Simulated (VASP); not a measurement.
# Ge2Sb2Te5 (P1) in VASP: single point with PBE

Aim: the single point of Ge2Sb2Te5 with PBE.

Program: VASP 6.6.1. These are calculated values, not measurements. Logs are shortened: lines on timing, memory, paths and dates and some standing lists are left out, and cuts for length are marked.

### Step 1. The cell of the first run

The typed cell holds 9 atoms: a = 7.417 Å, b = 7.480 Å, c = 9.669 Å, α = 130.00°, β = 130.20°, γ = 48.96°.

### Step 2. Single point, PBE

INCAR

```
PREC = Accurate ; ENCUT = 520
EDIFF = 1E-6 ; ISMEAR = 0
SIGMA = 0.01 ; LREAL = F
LASPH = T ; NELM = 80
ALGO = Normal ; ISIF = 2
LWAVE = F ; LCHARG = T
GGA = PE ; LELF = T
LVHAR = T ; NBANDS = 44
```

KPOINTS

```
Automatic mesh
0
Gamma
  6 6 4
```

POSCAR

```
Ge2Sb2Te5
1.0
    6.7618794303     -3.0484076109     -0.0457210521
    6.7962865522      3.1251572932     -0.0259911345
   -6.8068961491     -0.0162966897      6.8670496086
Ge Sb Te
2 2 5
Direct
    0.4844286385      0.5144615843      0.0178556752
    0.2801466767      0.2863736253      0.1915939091
    0.1175662750      0.1114979014      0.4184743820
    0.8964760471      0.8956240433      0.5877681446
    0.3969933311      0.3981680144      0.5951349863
    0.1930990536      0.2030927640      0.7990354916
    0.0167056774      0.0086319366      0.0100963999
    0.7964054676      0.7943584029      0.2024998271
    0.5968308662      0.5965244965      0.3890173609
```

Potentials or basis: VASP PAW PBE potentials, release 64 (Ge_d, Sb, Te).

The run is started by

```
$ cat potpaw_PBE.64/Ge_d/POTCAR potpaw_PBE.64/Sb/POTCAR potpaw_PBE.64/Te/POTCAR > POTCAR
$ mpirun -np 1 vasp_std > vasp.out
```

OUTCAR:

```text
PREC = Accurate
   ENCUT = 520
   EDIFF = 1E-6
   ISMEAR = 0
   LREAL = F
   LASPH = T
   NELM = 80
   ISIF = 2
   GGA = PE

 ion  position               nearest neighbor table
   1  0.484  0.514  0.018-   9 2.82   7 2.98   6 2.99   8 3.02   7 3.21   5 3.26
   2  0.280  0.286  0.192-   7 2.73   5 3.01   8 3.07   6 3.09   8 3.11   9 3.20
   3  0.118  0.111  0.418-   5 2.89   6 2.99   9 3.08   9 3.11   7 3.13   8 3.21
   4  0.896  0.896  0.588-   8 2.92   6 3.02   9 3.02   5 3.08   5 3.09   7 3.17
   5  0.397  0.398  0.595-   3 2.89   2 3.01   4 3.08   4 3.09   1 3.26
   6  0.193  0.203  0.799-   3 2.99   1 2.99   4 3.02   2 3.09
   7  0.017  0.009  0.010-   2 2.73   1 2.98   3 3.13   4 3.17   1 3.21
   8  0.796  0.794  0.202-   4 2.92   1 3.02   2 3.07   2 3.11   3 3.21
   9  0.597  0.597  0.389-   1 2.82   4 3.02   3 3.08   3 3.11   2 3.20

  LATTYP: Found a triclinic cell.
 ALAT       =     7.4804274307
 B/A-ratio  =     1.2925794885
 C/A-ratio  =     0.8253127736
 COS(alpha) =     0.0033391796
 COS(beta)  =     0.4228216529
 COS(gamma) =     0.6427751368

  Lattice vectors:

 A1 = (   6.7962865522,   3.1251572932,  -0.0259911345)
 A2 = (   6.8068961491,   0.0162966897,  -6.8670496086)
 A3 = (   0.0344071219,   6.1735649041,   0.0197299176)

Analysis of symmetry for initial positions (statically):
=====================================================================
 Subroutine PRICEL returns:
 Original cell was already a primitive cell.

 Routine SETGRP: Setting up the symmetry group for a
 triclinic supercell.

 Subroutine GETGRP returns: Found  1 space group operations
 (whereof  1 operations were pure point group operations)
 out of a pool of  2 trial point group operations.

The static configuration has the point symmetry C_1 .

Analysis of symmetry for dynamics (positions and initial velocities):
=====================================================================
 Subroutine PRICEL returns:
 Original cell was already a primitive cell.

 Routine SETGRP: Setting up the symmetry group for a
 triclinic supercell.

 Subroutine GETGRP returns: Found  1 space group operations
 (whereof  1 operations were pure point group operations)
 out of a pool of  2 trial point group operations.

The dynamic configuration has the point symmetry C_1 .

 Subroutine INISYM returns: Found  1 space group operations
 (whereof  1 operations are pure point group operations),
[... 114 lines left out ...]
   IBRION =     -1    ionic relax: 0-MD 1-quasi-New 2-CG
   NFREE  =      0    steps in history (QN), initial steepest desc. (CG)
   ISIF   =      2    stress and relaxation
   ISYM   =      2    0-nonsym 1-usesym 2-fastsym
   POTIM  = 0.5000    time-step for ionic-motion
   TEBEG  =    0.0;   TEEND  =   0.0 temperature during run
   PSTRESS=    0.0 pullay stress
   NELECT =      68.0000    total number of electrons
   NUPDOWN=      -1.0000    fix difference up-down
   EMIN   =  10.00;   EMAX   =-10.00  energy-range for DOS
   EFERMI =   0.00;   METHOD = LEGACY
   ISMEAR =     0;   SIGMA  =   0.01  broadening in eV -4-tet -1-fermi 0-gaus
   EFERMI_NEDOS =   21; number of points for ismear=-14 and -15
   IALGO  =     38    algorithm
   IMIX   =      4    mixing-type and parameters
     AMIX     =   0.40;   BMIX     =  1.00
     AMIX_MAG =   1.60;   BMIX_MAG =  1.00
  volume/ion in A,a.u.               =      31.76       214.35
  Fermi-wavevector in a.u.,A,eV,Ry     =   1.014345  1.916835 13.998985  1.028896
  Thomas-Fermi vector in A             =   2.147567
   LORBIT       =      0    0 simple, 1 ext, 2 COOP (PROOUT), +10 PAW based schemes
   GGA     = PE    functional components
   LHFCALC =     F    Hartree Fock is set to
   AEXX    =    0.0000 exact exchange contribution
   IVDW    =     0    specifies the selected vdW correction
   LEPSILON=     F    determine dielectric tensor
   LRPA    =     F    only Hartree local field effects (RPA)
 non-spin polarized calculation
 Gauss-broadening in eV      SIGMA  =   0.01
  energy-cutoff  :      520.00
  volume of cell :      285.87
 maximum number of plane-waves:      7725
   NGX = 27   NGY = 27   NGZ = 35

 number of electron      68.0000003 magnetization

 Free energy of the ion-electron system (eV)
  ---------------------------------------------------
  ext. energy  EPLUGINS =         0.00000000
  ---------------------------------------------------
  free energy    TOTEN  =       -33.48653697 eV

  energy without entropy =      -33.48653180  energy(sigma->0) =      -33.48653439

 E-fermi :   5.2786     XC(G=0):  -9.1342

 val. band max:        5.2612554546   @ k =   0.5000  -0.0000   0.5000
 cond. band min:       5.2952342762   @ k =  -0.0000   0.5000   0.0000
 fundamental gap:      0.0339788216
 Fermi energy:         5.2786337723

 k-point     1 :       0.0000    0.0000    0.0000
  band No.  band energies     occupation
      1     -19.3191      2.00000
      2     -19.3169      2.00000
      3     -19.3118      2.00000
      4     -19.3098      2.00000
      5     -19.3064      2.00000
      6     -19.3005      2.00000
[... 1117 lines left out ...]
     43       8.2385      0.00000
     44       8.9748      0.00000

 [... further k-points ...]

------------------------ aborting loop because EDIFF is reached ----------------------------------------

  FORCE on cell =-STRESS in cart. coord.  units (eV):
  Direction    XX          YY          ZZ          XY          YZ          ZX
  --------------------------------------------------------------------------------------
  -------------------------------------------------------------------------------------
  Total        4.2784432     -1.7307489      2.0582641     -0.4358016     -0.2059411      1.2393062
  in kB       23.9784116     -9.6999325     11.5354820     -2.4424375     -1.1541908      6.9456559
  external PRESSURE =       8.6046537 kB  Pullay stress =       0.0000000 kB

 VOLUME and BASIS-vectors are now :
 -----------------------------------------------------------------------------
  energy-cutoff  :      520.00
  volume of cell :      285.87
      direct lattice vectors                 reciprocal lattice vectors
     6.761879430 -3.048407611 -0.045721052     0.075068468 -0.162635918  0.074024926
     6.796286552  3.125157293 -0.025991134     0.073228938  0.161339634  0.072970360
    -6.806896149 -0.016296690  6.867049609     0.000776973 -0.000472180  0.146391993

 POSITION                                       TOTAL-FORCE (eV/Angst)
 -----------------------------------------------------------------------------------
      6.65053      0.13075      0.08710        -0.004505      0.036814     -0.083834
      2.53644      0.03784      1.29543         0.168890      0.009506      0.039263
     -1.29577     -0.01676      2.86541        -0.441545      0.060321      0.096881
      8.14790      0.05656      3.97197         0.260043      0.029049      0.052697
      1.33946      0.02444      4.05832         0.415900     -0.062186      0.224081
     -2.75296      0.03303      5.47291         0.230653     -0.014632      0.156561
      0.10290     -0.02411      0.06834        -0.421728     -0.006203     -0.257245
      9.40549      0.05143      1.33352         0.110946     -0.057161     -0.217408
      5.44185      0.03851      2.62861        -0.318653      0.004491     -0.010996
 -----------------------------------------------------------------------------------
    total drift:                               -0.000006     -0.000285      0.000475

  FREE ENERGIE OF THE ION-ELECTRON SYSTEM (eV)
  ---------------------------------------------------
  free  energy   TOTEN  =       -33.4865369680 eV

  energy  without entropy=      -33.4865318029  energy(sigma->0) =      -33.48653439
```

It took 30 min on 1 thread of Oxide Virtual Turin-like, shared host; peak memory 1 GiB.

Results:

| Quantity | Value |
| --- | --- |
| Free energy | -33.4865 eV |
| Pressure | 0.9 GPa |
| Largest force | 0.494 eV/Å |
| Band gap on the k mesh | 0.03 eV (least direct gap 0.05 eV) |

Forces in eV/Å, atoms in the order of the input:
```
Ge  -0.005  0.037 -0.084
Ge   0.169  0.010  0.039
Sb  -0.442  0.060  0.097
Sb   0.260  0.029  0.053
Te   0.416 -0.062  0.224
Te   0.231 -0.015  0.157
Te  -0.422 -0.006 -0.257
Te   0.111 -0.057 -0.217
Te  -0.319  0.004 -0.011
```

Levels at points of the mesh, in eV from the valence-band top:
```tsv
k point	band 30	band 31	band 32	band 33	band 34	band 35	band 36	band 37	band 38	band 39
(0.00, 0.00, 0.00)	-1.45	-0.82	-0.48	-0.40	-0.27	1.24	1.54	2.42	2.70	3.22
(0.50, 0.00, 0.00)	-0.96	-0.83	-0.71	-0.59	0.00	0.05	0.62	0.97	1.21	1.47
(0.00, 0.50, 0.00)	-1.01	-0.77	-0.76	-0.57	-0.01	0.03	0.55	0.90	1.22	1.41
(0.50, 0.50, 0.00)	-2.44	-2.24	-0.82	-0.76	-0.71	2.31	2.93	3.01	3.14	3.29
(0.00, 0.00, 0.50)	-1.37	-0.71	-0.64	-0.52	-0.32	0.72	1.70	2.02	2.72	2.75
(0.50, 0.00, 0.50)	-1.02	-0.77	-0.65	-0.55	0.00	0.23	0.31	0.73	1.27	1.45
(0.00, 0.50, 0.50)	-0.93	-0.82	-0.72	-0.65	-0.01	0.16	0.42	0.77	1.31	1.53
(0.50, 0.50, 0.50)	-1.39	-0.74	-0.65	-0.46	-0.18	0.73	1.48	2.03	2.39	2.78
```

Caveat: semilocal functionals underestimate gaps, and a narrow one can read as zero; spin-orbit coupling is left out, which moves the levels of the heavy elements.
